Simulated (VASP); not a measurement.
# NaInSe (P-6m2) in VASP: further runs, part 2 of 3

VASP 6.6.1. The steps go on from the part before.

**4. Relaxation of cell and atoms, PBE**

INCAR

```
SYSTEM = NaInSe
PREC = Accurate ; ENCUT = 600
EDIFF = 1E-6 ; ISMEAR = 0
SIGMA = 0.1 ; LREAL = .FALSE.
LASPH = .TRUE. ; NELM = 100
ALGO = Normal ; ISIF = 3
LWAVE = .FALSE. ; LCHARG = .FALSE.
GGA = PE ; IBRION = 2
NSW = 90 ; EDIFFG = -0.04
```

KPOINTS

```
Automatic mesh
0
G
  6 6 4
  0 0 0
```

POSCAR

```
NaInSe
1.0
    4.1602651500      0.0000000000      0.0000000000
   -2.0801325800      3.6028953100      0.0000000000
    0.0000000000      0.0000000000      5.2877439800
Na In Se
1 1 1
Direct
    0.0000000000      0.0000000000      0.5000000000
    0.0000000000      0.0000000000      0.0000000000
    0.6666666700      0.3333333300      0.0000000000
```

Potentials or basis: VASP PAW PBE potentials, release 64 (Na_pv, In_d, Se).

Launch:

```console
$ cat potpaw_PBE.64/Na_pv/POTCAR potpaw_PBE.64/In_d/POTCAR potpaw_PBE.64/Se/POTCAR > POTCAR
$ mpirun -np 1 vasp_std > vasp.out
```

OUTCAR:

```text
SYSTEM = NaInSe
   PREC = Accurate
   ENCUT = 600
   EDIFF = 1E-6
   ISMEAR = 0
   LREAL = .FALSE.
   LASPH = .TRUE.
   NELM = 100
   ISIF = 3
   GGA = PE
   IBRION = 2
   NSW = 90
   EDIFFG = -0.04

 ion  position               nearest neighbor table
   1  0.000  0.000  0.500-   2 2.64   2 2.64
   2  0.000  0.000  0.000-   3 2.40   3 2.40   3 2.40   1 2.64   1 2.64
   3  0.667  0.333  0.000-   2 2.40   2 2.40   2 2.40

  LATTYP: Found a hexagonal cell.
 ALAT       =     4.1602651500
 C/A-ratio  =     1.2710112912

  Lattice vectors:

 A1 = (   4.1602651500,   0.0000000000,   0.0000000000)
 A2 = (  -2.0801325800,   3.6028953100,   0.0000000000)
 A3 = (   0.0000000000,   0.0000000000,   5.2877439800)

Analysis of symmetry for initial positions (statically):
=====================================================================
 Subroutine PRICEL returns:
 Original cell was already a primitive cell.

 Routine SETGRP: Setting up the symmetry group for a
 hexagonal supercell.

 Subroutine GETGRP returns: Found 12 space group operations
 (whereof 12 operations were pure point group operations)
 out of a pool of 24 trial point group operations.

The static configuration has the point symmetry D_3h.

Analysis of symmetry for dynamics (positions and initial velocities):
=====================================================================
 Subroutine PRICEL returns:
 Original cell was already a primitive cell.

 Routine SETGRP: Setting up the symmetry group for a
 hexagonal supercell.

 Subroutine GETGRP returns: Found 12 space group operations
 (whereof 12 operations were pure point group operations)
 out of a pool of 24 trial point group operations.

The dynamic configuration has the point symmetry D_3h.

 Subroutine INISYM returns: Found 12 space group operations
 (whereof 12 operations are pure point group operations),
 and found     1 'primitive' translations

----------------------------------------------------------------------------------------

                                     Primitive cell

  volume of cell :      79.2580

  direct lattice vectors                    reciprocal lattice vectors
     4.160265150  0.000000000  0.000000000     0.240369295  0.138777277  0.000000000
    -2.080132580  3.602895310  0.000000000     0.000000000  0.277554554  0.000000000
     0.000000000  0.000000000  5.287743980     0.000000000  0.000000000  0.189116569

  length of vectors
     4.160265150  4.160265156  5.287743980     0.277554554  0.277554554  0.189116569

  position of ions in fractional coordinates (direct lattice)
     0.000000000  0.000000000  0.500000000
     0.000000000  0.000000000  0.000000000
     0.666666670  0.333333330  0.000000000

  ion indices of the primitive-cell ions
   primitive index   ion index
                 1           1
                 2           2
                 3           3

----------------------------------------------------------------------------------------

 KPOINTS: Automatic mesh

Automatic generation of k-mesh.
 Grid dimensions read from file:
 generate k-points for:    6    6    4

 Generating k-lattice:

  Cartesian coordinates                     Fractional coordinates (reciprocal lattice)
     0.040061549  0.023129546  0.000000000     0.166666667  0.000000000  0.000000000
     0.000000000  0.046259092  0.000000000     0.000000000  0.166666667  0.000000000
     0.000000000  0.000000000  0.047279142     0.000000000  0.000000000  0.250000000

  Length of vectors
     0.046259092  0.046259092  0.047279142

  Shift w.r.t. Gamma in fractional coordinates (k-lattice)
     0.000000000  0.000000000  0.000000000

 Subroutine IBZKPT returns following result:
 ===========================================

 Found     21 irreducible k-points:

 Following reciprocal coordinates:
            Coordinates               Weight
  0.000000  0.000000  0.000000      1.000000
  0.166667  0.000000  0.000000      6.000000
  0.333333  0.000000  0.000000      6.000000
  0.500000  0.000000  0.000000      3.000000
  0.166667  0.166667  0.000000      6.000000
  0.333333  0.166667  0.000000     12.000000
[... 13 lines left out ...]
  0.333333  0.166667  0.500000     12.000000
  0.333333  0.333333  0.500000      2.000000
   k-points           NKPTS =     21   k-points in BZ     NKDIM =     21   number of bands    NBANDS=     17
   number of dos      NEDOS =    301   number of ions     NIONS =      3
   total plane-waves  NPLWV =  54432
   dimension x,y,z NGX =    36 NGY =   36 NGZ =   42
   dimension x,y,z NGXF=    72 NGYF=   72 NGZF=   84
   ions per type =               1   1   1
   NGX,Y,Z   is equivalent  to a cutoff of  14.39, 14.39, 13.20 a.u.
   NGXF,Y,Z  is equivalent  to a cutoff of  28.77, 28.77, 26.41 a.u.
 SYSTEM =  NaInSe
   PREC   = accura    normal or accurate (medium, high low for compatibility)
   ISTART =      0    job   : 0-new  1-cont  2-samecut
   ICHARG =      2    charge: 1-file 2-atom 10-const
   ISPIN  =      1    spin polarized calculation?
   LNONCOLLINEAR =      F non collinear calculations
   LSORBIT =      F    spin-orbit coupling
   LASPH  =      T    aspherical Exc in radial PAW
   ENCUT  =  600.0 eV  44.10 Ry    6.64 a.u.   8.31  8.31 10.56*2*pi/ulx,y,z
   NELM   =    100;   NELMIN=  2; NELMDL= -5     # of ELM steps
   EDIFF  = 0.1E-05   stopping-criterion for ELM
   LREAL  =      F    real-space projection
   EDIFFG = -.4E-01   stopping-criterion for IOM
   NSW    =     90    number of steps for IOM
   IBRION =      2    ionic relax: 0-MD 1-quasi-New 2-CG
   NFREE  =      1    steps in history (QN), initial steepest desc. (CG)
   ISIF   =      3    stress and relaxation
   ISYM   =      2    0-nonsym 1-usesym 2-fastsym
   POTIM  = 0.5000    time-step for ionic-motion
   TEBEG  =    0.0;   TEEND  =   0.0 temperature during run
   PSTRESS=    0.0 pullay stress
   NELECT =      26.0000    total number of electrons
   NUPDOWN=      -1.0000    fix difference up-down
   EMIN   =  10.00;   EMAX   =-10.00  energy-range for DOS
   EFERMI =   0.00;   METHOD = LEGACY
   ISMEAR =     0;   SIGMA  =   0.10  broadening in eV -4-tet -1-fermi 0-gaus
   EFERMI_NEDOS =   21; number of points for ismear=-14 and -15
   IALGO  =     38    algorithm
   IMIX   =      4    mixing-type and parameters
     AMIX     =   0.40;   BMIX     =  1.00
     AMIX_MAG =   1.60;   BMIX_MAG =  1.00
  volume/ion in A,a.u.               =      26.42       178.29
  Fermi-wavevector in a.u.,A,eV,Ry     =   1.129063  2.133620 17.344486  1.274784
  Thomas-Fermi vector in A             =   2.265755
   LORBIT       =      0    0 simple, 1 ext, 2 COOP (PROOUT), +10 PAW based schemes
   GGA     = PE    functional components
   LHFCALC =     F    Hartree Fock is set to
   AEXX    =    0.0000 exact exchange contribution
   IVDW    =     0    specifies the selected vdW correction
   LEPSILON=     F    determine dielectric tensor
   LRPA    =     F    only Hartree local field effects (RPA)
 conjugate gradient relaxation of ions
 non-spin polarized calculation
 Gauss-broadening in eV      SIGMA  =   0.10
  energy-cutoff  :      600.00
  volume of cell :       79.26
 maximum number of plane-waves:      2667
 NGX is ok and might be reduce to    36
   NGX = 17   NGY = 17   NGZ = 21

--------------------------------------- Ionic step        1  -------------------------------------------

 number of electron      25.9999996 magnetization

 Free energy of the ion-electron system (eV)
  ---------------------------------------------------
  ext. energy  EPLUGINS =         0.00000000
  ---------------------------------------------------
  free energy    TOTEN  =        -5.50843354 eV

  energy without entropy =       -5.50222553  energy(sigma->0) =       -5.50532954

------------------------ aborting loop because EDIFF is reached ----------------------------------------

  FORCE on cell =-STRESS in cart. coord.  units (eV):
  Direction    XX          YY          ZZ          XY          YZ          ZX
  --------------------------------------------------------------------------------------
  -------------------------------------------------------------------------------------
  Total       12.0791863     12.0791863      7.0790420     -0.0000000      0.0000000      0.0000000
  in kB      244.1772450    244.1772454    143.1007789     -0.0000003      0.0000000      0.0000000
  external PRESSURE =     210.4850898 kB  Pullay stress =       0.0000000 kB
[... 133 lines left out ...]
  energy  without entropy=       -7.6099898826  energy(sigma->0) =       -7.61615403

--------------------------------------- Ionic step        5  -------------------------------------------

 number of electron      25.9999993 magnetization

 Free energy of the ion-electron system (eV)
  ---------------------------------------------------
  ext. energy  EPLUGINS =         0.00000000
  ---------------------------------------------------
  free energy    TOTEN  =        -7.62568449 eV

  energy without entropy =       -7.61282358  energy(sigma->0) =       -7.61925403

 E-fermi :   1.3561     XC(G=0):  -6.6461

 val. band max:        1.3104997365   @ k =   0.3333   0.3333   0.2500
 cond. band min:       1.3972730087   @ k =   0.3333   0.0000   0.5000
 fundamental gap:      0.0867732722
 Fermi energy:         1.3560529439

 k-point     1 :       0.0000    0.0000    0.0000
  band No.  band energies     occupation
      1     -24.2048      2.00000
      2     -24.2048      2.00000
      3     -24.1882      2.00000
      4     -13.3256      2.00000
      5     -13.1769      2.00000
      6     -13.1769      2.00000
[... 9 lines left out ...]
     16       4.1536      0.00000
     17       4.1536      0.00000
[... 428 lines left out ...]
  FREE ENERGIE OF THE ION-ELECTRON SYSTEM (eV)
  ---------------------------------------------------
  free  energy   TOTEN  =        -7.6256844855 eV

  energy  without entropy=       -7.6128235811  energy(sigma->0) =       -7.61925403

 reached required accuracy - stopping structural energy minimisation
```

Wall time 1.8 min (1 thread of Intel Xeon Platinum 8488C (Sapphire Rapids), shared host); peak memory 0.25 GiB.

Results:

```yaml
Free_energy: -7.6257 eV
Relaxed_volume: 42.73 Å³/atom
Relaxed_cell: a = 4.938 Å, b = 4.938 Å, c = 6.071 Å, α = 90.00°, β = 90.00°, γ = 120.00°
Space_group_after_relaxing_to_0.1_Å: P-6m2 (No. 187)
Energy_gained_by_relaxing: 705.8 meV/atom
Ionic_steps: 5
Pressure_after_relaxing: 0.0 GPa
Band_gap_on_the_k_mesh: zero (bands 13 and 14 overlap by 1.01 eV)
```

The path:
```csv
step,energy change (eV),largest force (eV/Å),pressure (GPa),volume (Å³)
1,0.0000,0.0000,21.05,79.26
2,-2.1020,0.0000,0.19,125.91
3,-2.1021,0.0000,0.15,126.34
4,-2.1139,0.0000,0.05,127.31
5,-2.1173,0.0000,-0.01,128.19
```

Final structure:
```xyz
3
Lattice="4.9379 0.0000 0.0000 -2.4689 4.2763 0.0000 0.0000 0.0000 6.0708" Properties=species:S:1:pos:R:3 pbc="T T T"
Na    0.0000    0.0000    3.0354
In    0.0000    0.0000    0.0000
Se    2.4689    1.4254    0.0000
```

Levels at points of the mesh, in eV from the Fermi level:
```
           k point  band 9  band 10  band 11  band 12  band 13  band 14  band 15  band 16  band 17
(0.00, 0.00, 0.00)  -12.64    -3.78    -2.70    -2.37    -2.37     0.72     2.08     2.80     2.80
(0.50, 0.00, 0.00)  -12.36    -5.83    -2.99    -2.04    -0.68     0.73     2.02     2.46     4.87
(0.00, 0.00, 0.50)  -12.63    -3.56    -3.25    -2.36    -2.36     0.79     2.93     2.93     3.99
(0.50, 0.00, 0.50)  -12.35    -5.74    -2.97    -2.32    -0.49    -0.38     2.81     3.56     4.55
```

Caveat: the volume moved by over 15 % at a fixed basis, so the end points are rough; spin-orbit coupling is left out, which moves the levels of the heavy elements.

(Continued in part 3 of 3.)
